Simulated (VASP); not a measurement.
# Se (P3_121) in VASP: a series of runs, part 2 of 2

VASP 6.6.1. The steps go on from the part before.

**3. Single point, r2SCAN+D3(BJ)**

This run uses another cell than the first one, of 26.72 Å³/atom.

File POSCAR:

```
Se
1.0
    4.3368957613      0.0000000000      0.0000000000
   -2.1684478807      3.7558619029      0.0000000000
    0.0000000000      0.0000000000      4.9203533607
Se
3
Direct
    0.7746000000      0.7746000000      0.0000000000
    0.0000000000      0.2254000000      0.6666666667
    0.2254000000      0.0000000000      0.3333333333
```

File INCAR.step1:

```
PREC     = Accurate       # precision mode
ENCUT    = 520            # plane-wave cutoff, eV
ISMEAR   = -1             # smearing method
SIGMA    = 0.05           # smearing width, eV
LREAL    = F              # projectors in reciprocal space
LASPH    = T              # aspherical terms in the spheres
NELM     = 100            # most SCF steps
NBANDS   = 16             # bands
GGA      = PE             # functional
ALGO     = Normal         # electronic algorithm
EDIFF    = 1E-4           # SCF threshold, eV
LWAVE    = T              # write WAVECAR
LCHARG   = F              # write CHGCAR
```

File INCAR.step2:

```
PREC     = Accurate       # precision mode
ENCUT    = 520            # plane-wave cutoff, eV
EDIFF    = 1E-6           # SCF threshold, eV
ISMEAR   = -1             # smearing method
SIGMA    = 0.05           # smearing width, eV
LREAL    = F              # projectors in reciprocal space
LASPH    = T              # aspherical terms in the spheres
NELM     = 100            # most SCF steps
ALGO     = Normal         # electronic algorithm
ISIF     = 2              # what is computed and relaxed
LWAVE    = F              # write WAVECAR
LCHARG   = F              # write CHGCAR
METAGGA  = R2SCAN         # meta-GGA
LMIXTAU  = T            
IVDW     = 12             # dispersion correction
VDW_S6   = 1.0          
VDW_S8   = 0.78981345   
VDW_A1   = 0.49484001   
VDW_A2   = 5.73083694   
NBANDS   = 16             # bands
ISTART   = 1
```

File KPOINTS:

```
Automatic mesh
0
Gamma
  7 7 6
```

Potentials or basis: VASP PAW PBE potentials, release 64 (Se).

On the command line:

```console
> cat potpaw_PBE.64/Se/POTCAR > POTCAR
> cp INCAR.step1 INCAR
> mpirun -np 1 vasp_std > vasp.out
> cp INCAR.step2 INCAR
> mpirun -np 1 vasp_std > vasp.out
```

OUTCAR:

```text
PREC = Accurate
   ENCUT = 520
   EDIFF = 1E-6
   ISMEAR = -1
   LREAL = F
   LASPH = T
   NELM = 100
   ISIF = 2
   METAGGA = R2SCAN
   IVDW = 12
   ISTART = 1
 IVDW          = 12

 ion  position               nearest neighbor table
   1  0.775  0.775  0.000-   3 2.36   2 2.36
   2  0.000  0.225  0.667-   1 2.36   3 2.36
   3  0.225  0.000  0.333-   1 2.36   2 2.36

  LATTYP: Found a hexagonal cell.
 ALAT       =     4.3368957613
 C/A-ratio  =     1.1345334616

  Lattice vectors:

 A1 = (   4.3368957613,   0.0000000000,   0.0000000000)
 A2 = (  -2.1684478807,   3.7558619029,   0.0000000000)
 A3 = (   0.0000000000,   0.0000000000,   4.9203533607)

Analysis of symmetry for initial positions (statically):
=====================================================================
 Subroutine PRICEL returns:
 Original cell was already a primitive cell.

 Routine SETGRP: Setting up the symmetry group for a
 hexagonal supercell.

 Subroutine GETGRP returns: Found  6 space group operations
 (whereof  2 operations were pure point group operations)
 out of a pool of 24 trial point group operations.

The static configuration has the point symmetry C_2 .
 The point group associated with its full space group is D_3 .

Analysis of symmetry for dynamics (positions and initial velocities):
=====================================================================
 Subroutine PRICEL returns:
 Original cell was already a primitive cell.

 Routine SETGRP: Setting up the symmetry group for a
 hexagonal supercell.

 Subroutine GETGRP returns: Found  6 space group operations
 (whereof  2 operations were pure point group operations)
 out of a pool of 24 trial point group operations.

The dynamic configuration has the point symmetry C_2 .
 The point group associated with its full space group is D_3 .

 Subroutine INISYM returns: Found  6 space group operations
 (whereof  2 operations are pure point group operations),
 and found     1 'primitive' translations
[... 115 lines left out ...]
   IMIX   =      4    mixing-type and parameters
     AMIX     =   0.40;   BMIX     =  1.00
     AMIX_MAG =   1.60;   BMIX_MAG =  1.00
  volume/ion in A,a.u.               =      26.72       180.29
  Fermi-wavevector in a.u.,A,eV,Ry     =   0.995109  1.880484 13.473062  0.990242
  Thomas-Fermi vector in A             =   2.127107
   LORBIT       =      0    0 simple, 1 ext, 2 COOP (PROOUT), +10 PAW based schemes
   METAGGA = R2SCAN    functional components
   LHFCALC =     F    Hartree Fock is set to
   AEXX    =    0.0000 exact exchange contribution
   IVDW    =    12    specifies the selected vdW correction
   LEPSILON=     F    determine dielectric tensor
   LRPA    =     F    only Hartree local field effects (RPA)
 non-spin polarized calculation
  energy-cutoff  :      520.00
  volume of cell :       80.15
 maximum number of plane-waves:      2174
   NGX = 17   NGY = 17   NGZ = 19

 number of electron      18.0000000 magnetization

 Free energy of the ion-electron system (eV)
  ---------------------------------------------------
  ext. energy  EPLUGINS =         0.00000000
  ---------------------------------------------------
  free energy    TOTEN  =       -42.89188120 eV

  energy without entropy =      -42.89188116  energy(sigma->0) =      -42.89188118

 E-fermi :   3.3454     XC(G=0):  -9.3687

 val. band max:        2.6256509681   @ k =   0.4286   0.1429   0.5000
 cond. band min:       4.0680113151   @ k =   0.0000   0.0000   0.5000
 fundamental gap:      1.4423603470
 Fermi energy:         3.3453687973

 k-point     1 :       0.0000    0.0000    0.0000
  band No.  band energies     occupation
      1     -14.0574      2.00000
      2      -9.5849      2.00000
      3      -9.5849      2.00000
      4      -1.4269      2.00000
      5      -1.4269      2.00000
      6      -1.3697      2.00000
[... 433 lines left out ...]
      3      -8.1103      2.00000
      4      -2.8844      2.00000
      5      -2.0816      2.00000
      6      -1.1846      2.00000
[... 8 lines left out ...]
     15      10.8098      0.00000
     16      11.4960      0.00000

 [... further k-points ...]

------------------------ aborting loop because EDIFF is reached ----------------------------------------

 Edisp (eV)   -0.46095

 E8    (eV) :    -0.1463

  FORCE on cell =-STRESS in cart. coord.  units (eV):
  Direction    XX          YY          ZZ          XY          YZ          ZX
  --------------------------------------------------------------------------------------
  -------------------------------------------------------------------------------------
  Total       0.58460     0.58460     1.35983    -0.00000     0.00000     0.00000
  in kB      11.68654    11.68654    27.18377    -0.00000     0.00000     0.00000
  external pressure =       16.85 kB  Pullay stress =        0.00 kB

 VOLUME and BASIS-vectors are now :
 -----------------------------------------------------------------------------
  energy-cutoff  :      520.00
  volume of cell :       80.15
      direct lattice vectors                 reciprocal lattice vectors
     4.336895761  0.000000000  0.000000000     0.230579672  0.133125235  0.000000000
    -2.168447881  3.755861903  0.000000000     0.000000000  0.266250471  0.000000000
     0.000000000  0.000000000  4.920353361     0.000000000  0.000000000  0.203237436

 POSITION                                       TOTAL-FORCE (eV/Angst)
 -----------------------------------------------------------------------------------
      1.67968      2.90929      0.00000        -0.131683     -0.228081      0.000000
     -0.48877      0.84657      3.28024        -0.131683      0.228081      0.000000
      0.97754      0.00000      1.64012         0.263365      0.000000     -0.000000
 -----------------------------------------------------------------------------------
    total drift:                               -0.000000     -0.000001     -0.000000

  FREE ENERGIE OF THE ION-ELECTRON SYSTEM (eV)
  ---------------------------------------------------
  free  energy   TOTEN  =       -43.3528272218 eV

  energy  without entropy=      -43.3528271816  energy(sigma->0) =      -43.35282720
```

OUTCAR.step1:

```text
PREC = Accurate
   ENCUT = 520
   ISMEAR = -1
   LREAL = F
   LASPH = T
[... 682 lines left out ...]
      1.67968      2.90929      0.00000        -0.326121     -0.564859     -0.000000
     -0.48877      0.84657      3.28024        -0.326121      0.564859     -0.000000
      0.97754      0.00000      1.64012         0.652243     -0.000000      0.000000
 -----------------------------------------------------------------------------------
    total drift:                               -0.000000     -0.000000     -0.000000

  FREE ENERGIE OF THE ION-ELECTRON SYSTEM (eV)
  ---------------------------------------------------
  free  energy   TOTEN  =       -10.4336214298 eV

  energy  without entropy=      -10.4336210777  energy(sigma->0) =      -10.43362125
```

It took 3.9 min on 1 thread of Intel Xeon 8259CL, shared host; peak memory 0.22 GiB.

What came out:

```yaml
Free_energy: -43.3528 eV
Pressure: 1.7 GPa
Largest_force: 0.263 eV/Å
Band_gap_on_the_k_mesh: 1.44 eV (least direct gap 1.73 eV)
Dispersion_energy_per_atom: -0.154 eV
```

Forces in eV/Å, atoms in the order of the input:
```
Se  -0.132 -0.228  0.000
Se  -0.132  0.228  0.000
Se   0.263  0.000  0.000
```

Caveat: the PAW data sets were made with another functional, which shifts forces and pressure a little.

**4. Relaxation of cell and atoms, PBE, non-collinear spin, zero start, spin-orbit coupling (28.08 Å³/atom)**

This run uses another cell than the first one, of 28.08 Å³/atom.

File POSCAR:

```
Se
1.0
    4.4094325146      0.0000000000      0.0000000000
   -2.2047162573      3.8186805739      0.0000000000
    0.0000000000      0.0000000000      5.0026487344
Se
3
Direct
    0.7746000000      0.7746000000      0.0000000000
    0.0000000000      0.2254000000      0.6666666667
    0.2254000000      0.0000000000      0.3333333333
```

File INCAR.step1:

```
  GGA = PE
  LSORBIT = T
  MAGMOM = 0 0 0 0 0 0 0 0 0
  LORBIT = 11
  ISMEAR = 0
  SIGMA = 0.03
  LWAVE = F
  LCHARG = F
  NSW = 80
  PREC = Accurate
  LASPH = T
  LREAL = F
  ALGO = Normal
  EDIFF = 1E-6
  NELM = 200
  GGA_COMPAT = F
  IBRION = 2
  ISIF = 3
  EDIFFG = -0.005
  NELMIN = 4
  ENCUT = 320
  EFERMI = MIDGAP
  KPAR = 4
  POTIM = 0.5
```

File INCAR.step3:

```
  GGA = PE
  LSORBIT = T
  MAGMOM = 0 0 0 0 0 0 0 0 0
  LORBIT = 11
  ISMEAR = 0
  SIGMA = 0.03
  LWAVE = F
  LCHARG = F
  PREC = Accurate
  LASPH = T
  LREAL = F
  ALGO = Normal
  EDIFF = 1E-6
  NELM = 200
  GGA_COMPAT = F
  ISIF = 2
  ENCUT = 320
  EFERMI = MIDGAP
  KPAR = 4
```

File KPOINTS:

```
Automatic mesh
0
Gamma
  5 5 4
  0 0 0
```

On the command line:

```console
> cat potpaw_PBE.64/Se/POTCAR > POTCAR
> cp INCAR.step1 INCAR
> cp POSCAR.step1 POSCAR
> mpirun -np 4 vasp_ncl > vasp.out
> cp CONTCAR POSCAR
> mpirun -np 4 vasp_ncl > vasp.out
> cp CONTCAR POSCAR
> cp INCAR.step3 INCAR
> mpirun -np 4 vasp_ncl > vasp.out
```

It took 3.7 min on 4 MPI ranks of Intel Xeon Platinum 8259CL at 2.50GHz (Skylake/Cascade Lake), shared host; peak memory 0.26 GiB.

The run converged. Its results:

```
Free energy                                           : -10.5769 eV
Relaxed volume                                        : 29.63 Å³/atom
Relaxed cell                                          : a = 4.506 Å, b = 4.506 Å, c = 5.057 Å, α = 90.00°, β = 90.00°, γ = 120.00°
Space group after relaxing (to 0.1 Å)                 : P3_121 (No. 152)
Energy gained by relaxing                             : 3.6 meV/atom
Ionic steps                                           : 20
Pressure after relaxing                               : 0.0 GPa
Net moment                                            : 0.00 μB per cell
Valence electrons inside the program's atomic spheres : Se 3.73
```

Forces in eV/Å, atoms in the order of the input:
```
Se  -0.001 -0.002  0.000
Se  -0.001  0.002  0.000
Se   0.003  0.000  0.000
```

Step by step:
| step | energy change (eV) | largest force (eV/Å) | pressure (GPa) | volume (Å³) |
| --- | --- | --- | --- | --- |
| 1 | 0.0000 | 0.1520 | 1.26 | 84.24 |
| 2 | -0.0022 | 0.2496 | -0.87 | 86.95 |
| 3 | -0.0072 | 0.0724 | 0.03 | 85.69 |
| 4 | -0.0072 | 0.0684 | 0.08 | 85.67 |
| 5 | -0.0079 | 0.0509 | 0.08 | 85.86 |
| 6 | -0.0087 | 0.0026 | 0.07 | 86.39 |
| 7 | -0.0090 | 0.0151 | 0.00 | 86.69 |
| 8 | -0.0091 | 0.0484 | -0.19 | 87.47 |
| 9 | -0.0092 | 0.0470 | -0.19 | 87.52 |
| 10 | -0.0093 | 0.0426 | -0.17 | 87.65 |
| 11 | -0.0096 | 0.0343 | -0.14 | 87.91 |
| 12 | -0.0100 | 0.0169 | -0.08 | 88.44 |
| 13 | -0.0100 | 0.0214 | 0.05 | 89.49 |
| 14 | -0.0101 | 0.0054 | -0.02 | 89.05 |
| 15 | -0.0101 | 0.0007 | -0.03 | 88.88 |
| 16 | -0.0101 | 0.0017 | -0.02 | 88.95 |
| 17 | -0.0101 | 0.0034 | -0.01 | 89.00 |
| 18 | -0.0101 | 0.0034 | -0.01 | 88.98 |
| 19 | -0.0101 | 0.0033 | 0.00 | 88.90 |
| 20 | -0.0107 | 0.0025 | 0.00 | 88.90 |

Final structure:
```xyz
3
Lattice="4.5057 0.0000 0.0000 -2.2529 3.9021 0.0000 0.0000 0.0000 5.0567" Properties=species:S:1:pos:R:3 pbc="T T T"
Se    1.7571    3.0434    0.0000
Se   -0.4957    0.8586    3.3711
Se    0.9915    0.0000    1.6856
```

Moments on the atoms (μB; x, y, z):
```
Se  0.00 0.00 0.00
Se  0.00 0.00 0.00
Se  0.00 0.00 0.00
```

PBE usually gives volumes a little too large and moduli too small. Zero-point motion and thermal expansion aren't in these numbers.

**5. Summary**

```csv
task,level,spin,cell,k mesh,cutoff (eV),smearing,dipole correction,tolerance level,purpose,passes,gap on the mesh (eV),pressure (GPa),largest force (eV/Å)
single point,r2SCAN+D3(BJ),off,"a = 4.307, b = 4.307, c = 4.887 Å, angles 90.0, 90.0, 120.0°, 3 atoms",7 × 7 × 6,520,fermi-dirac 0.05 eV,no,-,-,-,1.42,3.1,0.49
single point,r2SCAN+D3(BJ),off,"a = 4.337, b = 4.337, c = 4.920 Å, angles 90.0, 90.0, 120.0°, 3 atoms",7 × 7 × 6,520,fermi-dirac 0.05 eV,no,-,-,-,1.44,1.7,0.26
relaxation of cell and atoms,PBE,"non-collinear, zero start, SOC","relaxed from a = 4.409, b = 4.409, c = 5.003 Å, angles 90.0, 90.0, 120.0°, 3 atoms",5 × 5 × 4,320,gaussian 0.03 eV,-,screening,cell,2,-,0.0,-
```

Alike in all rows: potentials or basis VASP PAW PBE potentials, release 64 (Se).

Caveats: the PAW data sets were made with another functional, which shifts forces and pressure a little (at least some runs); the cell stands under pressure (at least some runs).

Total energies depend on the potentials used, so only differences within one code and one set of settings carry meaning.
